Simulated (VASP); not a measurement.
# Cu3O2 (I4/mmm) in VASP: further runs, part 2 of 2

VASP 6.6.1.

## 4. Single point, PBEsol

File INCAR:

```
SYSTEM = Cu3O2
  ALGO = Normal
  EDIFF = 1E-7
  ENCUT = 520
  GGA = PS
  ISIF = 2
  ISMEAR = -1
  LASPH = .TRUE.
  LCHARG = .TRUE.
  LELF = .TRUE.
  LREAL = .FALSE.
  LVHAR = .TRUE.
  LWAVE = .FALSE.
  NBANDS = 30
  NELM = 60
  PREC = Accurate
  SIGMA = 0.05
```

File KPOINTS:

```
k-points
0
G
  8 8 8
  0 0 0
```

File POSCAR:

```
Cu3O2
1.0
   -2.0229820000      2.0229820000      3.6736170000
    2.0229820000     -2.0229820000      3.6736170000
    2.0229820000      2.0229820000     -3.6736170000
Cu O
3 2
Direct
    0.0000000000      0.0000000000      0.0000000000
    0.7500000000      0.2500000000      0.5000000000
    0.2500000000      0.7500000000      0.5000000000
    0.5000000000      0.0000000000      0.5000000000
    0.0000000000      0.5000000000      0.5000000000
```

Command:

```
cat potpaw_PBE.64/Cu/POTCAR potpaw_PBE.64/O/POTCAR > POTCAR
mpirun -np 1 vasp_std > vasp.out
```

It took 2.5 min on 1 thread of Intel Xeon Platinum 8259CL at 2.50GHz (Skylake/Cascade Lake), shared host; peak memory 0.25 GiB.

It converged, with:

- Free energy: -24.9504 eV
- Pressure: -5.4 GPa

Stress tensor (GPa, compression positive):
```
-4.35  0.00  0.00
 0.00 -4.35  0.00
 0.00  0.00 -7.51
```

Levels at points of the mesh, in eV from the Fermi level:
```tsv
k point	band 21	band 22	band 23	band 24	band 25	band 26
(0.00, 0.00, 0.00)	-0.75	-0.75	0.40	0.46	5.14	5.14
(0.50, 0.00, 0.00)	-0.88	-0.53	-0.20	2.83	3.22	8.07
(0.50, 0.50, 0.00)	-0.41	-0.21	0.51	1.28	3.60	3.64
(0.50, 0.50, 0.50)	-1.26	-0.27	-0.27	3.25	4.65	6.29
```

Caveat: the PAW data sets were made with another functional, which shifts forces and pressure a little; an odd number of electrons without spin polarisation forces a metal; a magnetic or distorted state may lie lower. With open d or f shells a metallic result of PBEsol can be an artefact of self-interaction; +U or a hybrid may open a gap.

## 5. Single point, PBEsol

This run uses another cell than the first one, of 11.44 Å³/atom, 0.951 times its volume.

File INCAR:

```
PREC = Accurate ; ENCUT = 520
EDIFF = 1E-6 ; ISMEAR = -1
SIGMA = 0.05 ; LREAL = False
LASPH = True ; NELM = 60
ALGO = Normal ; ISIF = 2
LWAVE = False ; LCHARG = False
GGA = PS ; NBANDS = 30
```

File KPOINTS:

```
regular mesh
0
Gamma
  9 9 9
```

POSCAR, as its differences from that of step 4:

```diff
@@ -2,5 +2,5 @@
 1.0
-   -2.0229820000      2.0229820000      3.6736170000
-    2.0229820000     -2.0229820000      3.6736170000
-    2.0229820000      2.0229820000     -3.6736170000
+   -1.9847834310      1.9847834310      3.6307105107
+    1.9847834310     -1.9847834310      3.6307105107
+    1.9847834310      1.9847834310     -3.6307105107
 Cu O
```

Potentials or basis: VASP PAW PBE potentials, release 64 (Cu, O).

Command:

```
cat potpaw_PBE.64/Cu/POTCAR potpaw_PBE.64/O/POTCAR > POTCAR
mpirun -np 1 vasp_std > vasp.out
```

OUTCAR:

```text
PREC = Accurate
   ENCUT = 520
   EDIFF = 1E-6
   ISMEAR = -1
   LREAL = False
   LASPH = True
   NELM = 60
   ISIF = 2
   GGA = PS

 ion  position               nearest neighbor table
   1  0.000  0.000  0.000-   4 1.98   5 1.98   5 1.98   4 1.98   2 2.69   2 2.69   3 2.69   3 2.69
                             2 2.69   3 2.69   2 2.69   3 2.69
   2  0.750  0.250  0.500-   4 1.82   5 1.82   1 2.69   1 2.69   1 2.69   1 2.69
   3  0.250  0.750  0.500-   4 1.82   5 1.82   1 2.69   1 2.69   1 2.69   1 2.69
   4  0.500  0.000  0.500-   2 1.82   3 1.82   1 1.98   1 1.98
   5  0.000  0.500  0.500-   2 1.82   3 1.82   1 1.98   1 1.98

  LATTYP: Found a body centered tetragonal cell.
 ALAT       =     3.9695668620
 C/A-ratio  =     1.8292728839

  Lattice vectors:

 A1 = (  -1.9847834310,   1.9847834310,   3.6307105107)
 A2 = (   1.9847834310,  -1.9847834310,   3.6307105107)
 A3 = (   1.9847834310,   1.9847834310,  -3.6307105107)

Analysis of symmetry for initial positions (statically):
=====================================================================
 Subroutine PRICEL returns:
[... 180 lines left out ...]
 cond. band min:       4.7978794814   @ k =  -0.3333  -0.3333   0.1111
 fundamental gap:      0.0352438443
 Fermi energy:         4.7828869971

 k-point     1 :       0.0000    0.0000    0.0000
  band No.  band energies     occupation
      1     -14.6652      2.00000
      2     -13.2753      2.00000
      3      -2.1166      2.00000
      4      -1.1408      2.00000
      5      -1.1408      2.00000
      6      -0.5297      2.00000
[... 781 lines left out ...]
     29      15.5837      0.00000
     30      15.7696      0.00000

 [... further k-points ...]

------------------------ aborting loop because EDIFF is reached ----------------------------------------

  FORCE on cell =-STRESS in cart. coord.  units (eV):
  Direction    XX          YY          ZZ          XY          YZ          ZX
  --------------------------------------------------------------------------------------
  -------------------------------------------------------------------------------------
  Total        0.1692241      0.1692241      0.6091459      0.0000000      0.0000000      0.0000000
  in kB        4.7390904      4.7390904     17.0590181      0.0000000      0.0000000      0.0000000
  external PRESSURE =       8.8457329 kB  Pullay stress =       0.0000000 kB

 VOLUME and BASIS-vectors are now :
 -----------------------------------------------------------------------------
  energy-cutoff  :      520.00
  volume of cell :       57.21
      direct lattice vectors                 reciprocal lattice vectors
    -1.984783431  1.984783431  3.630710511     0.000000000  0.251916654  0.137714092
     1.984783431 -1.984783431  3.630710511     0.251916654  0.000000000  0.137714092
     1.984783431  1.984783431 -3.630710511     0.251916654  0.251916654  0.000000000

 POSITION                                       TOTAL-FORCE (eV/Angst)
 -----------------------------------------------------------------------------------
      0.00000      0.00000      0.00000         0.000000      0.000000      0.000000
      0.00000      1.98478      1.81536        -0.000000      0.000000     -0.000000
      1.98478      0.00000      1.81536        -0.000000     -0.000000      0.000000
      0.00000      1.98478      0.00000         0.000000      0.000000      0.000000
      1.98478      0.00000      0.00000         0.000000      0.000000      0.000000
 -----------------------------------------------------------------------------------
    total drift:                                0.000000      0.000000      0.000000

  FREE ENERGIE OF THE ION-ELECTRON SYSTEM (eV)
  ---------------------------------------------------
  free  energy   TOTEN  =       -24.9908748032 eV

  energy  without entropy=      -24.9753252687  energy(sigma->0) =      -24.98310004
```

Wall time 2.9 min (1 thread of Intel Xeon Platinum 8488C (Sapphire Rapids), shared host); peak memory 0.25 GiB.

Results:

| Item | Value |
| --- | --- |
| Free energy | -24.9909 eV |
| Pressure | 0.9 GPa |

Levels at points of the mesh, in eV from the Fermi level:
| k point | band 19 | band 20 | band 21 | band 22 | band 23 | band 24 | band 25 | band 26 | band 27 | band 28 |
| --- | --- | --- | --- | --- | --- | --- | --- | --- | --- | --- |
| (0.00, 0.00, 0.00) | -1.72 | -1.54 | -0.86 | -0.86 | 0.43 | 0.53 | 5.15 | 5.15 | 7.12 | 7.35 |

Caveat: the PAW data sets were made with another functional, which shifts forces and pressure a little; an odd number of electrons without spin polarisation forces a metal; a magnetic or distorted state may lie lower. With open d or f shells a metallic result of PBEsol can be an artefact of self-interaction; +U or a hybrid may open a gap.

## 6. Single point, PBEsol (volume scaled by 0.94)

File INCAR:

```
SYSTEM = Cu3O2
PREC     = Accurate       ! precision mode
ENCUT    = 520            ! plane-wave cutoff, eV
EDIFF    = 1E-6           ! SCF threshold, eV
ISMEAR   = -1             ! smearing method
SIGMA    = 0.05           ! smearing width, eV
LREAL    = .FALSE.        ! projectors in reciprocal space
LASPH    = .TRUE.         ! aspherical terms in the spheres
NELM     = 60             ! most SCF steps
ALGO     = Normal         ! electronic algorithm
ISIF     = 2              ! what is computed and relaxed
LWAVE    = .FALSE.        ! write WAVECAR
LCHARG   = .FALSE.        ! write CHGCAR
GGA      = PS             ! functional
NBANDS   = 30             ! bands
```

File KPOINTS:

```
Automatic mesh
0
G
  9 9 9
  0 0 0
```

POSCAR, as its differences from that of step 5:

```diff
@@ -2,5 +2,5 @@
 1.0
-   -1.9847834310      1.9847834310      3.6307105107
-    1.9847834310     -1.9847834310      3.6307105107
-    1.9847834310      1.9847834310     -3.6307105107
+   -1.9816850654      1.9816850654      3.5986241819
+    1.9816850654     -1.9816850654      3.5986241819
+    1.9816850654      1.9816850654     -3.5986241819
 Cu O
```

Potentials or basis: VASP PAW PBE potentials, release 64 (Cu, O).

Command:

```
cat potpaw_PBE.64/Cu/POTCAR potpaw_PBE.64/O/POTCAR > POTCAR
mpirun -np 1 vasp_std > vasp.out
```

Run time: 2.6 min. Hardware: 1 thread of Intel Xeon Platinum 8259CL at 2.50GHz (Skylake/Cascade Lake), shared host; peak memory 0.26 GiB.

It converged, with:

- Free energy: -24.9748 eV
- Pressure: 3.6 GPa

Stress tensor (GPa, compression positive):
```
1.68 0.00 0.00
0.00 1.68 0.00
0.00 0.00 7.34
```

Levels at points of the mesh, in eV from the Fermi level:
```csv
k point,band 21,band 22,band 23,band 24,band 25,band 26
"(0.00, 0.00, 0.00)",-0.87,-0.87,0.44,0.60,5.15,5.15
```

Caveat: the cell differs from its parent crystal (volume scaled by 0.94); the PAW data sets were made with another functional, which shifts forces and pressure a little; an odd number of electrons without spin polarisation forces a metal; a magnetic or distorted state may lie lower.

## 7. Summary

| level | cell | k mesh | gap on the mesh (eV) | pressure (GPa) |
| --- | --- | --- | --- | --- |
| PBE | a = 4.656 Å, angles 128.5, 128.5, 75.8°, 5 atoms | 9 × 9 × 9 | none | 1.5 |
| PBE | a = 4.663 Å, angles 128.3, 128.3, 76.2°, 5 atoms | 9 × 9 × 9 | none | 0.8 |
| PBEsol | a = 4.656 Å, angles 128.5, 128.5, 75.8°, 5 atoms | 8 × 8 × 8 | none | -5.4 |
| PBEsol | a = 4.589 Å, angles 128.7, 128.7, 75.4°, 5 atoms | 9 × 9 × 9 | none | 0.9 |
| PBEsol | a = 4.561 Å, angles 128.5, 128.5, 75.8°, 5 atoms | 9 × 9 × 9 | none | 3.6 |

Alike in all rows: task single point; potentials or basis VASP PAW PBE potentials, release 64 (Cu, O); no spin polarisation; cutoff (eV) 520; smearing fermi-dirac 0.05 eV.

Caveats: an odd number of electrons without spin polarisation forces a metal; a magnetic or distorted state may lie lower; the PAW data sets were made with another functional, which shifts forces and pressure a little (some runs).

Total energies depend on the potentials used, so only differences within one code and one set of settings carry meaning.
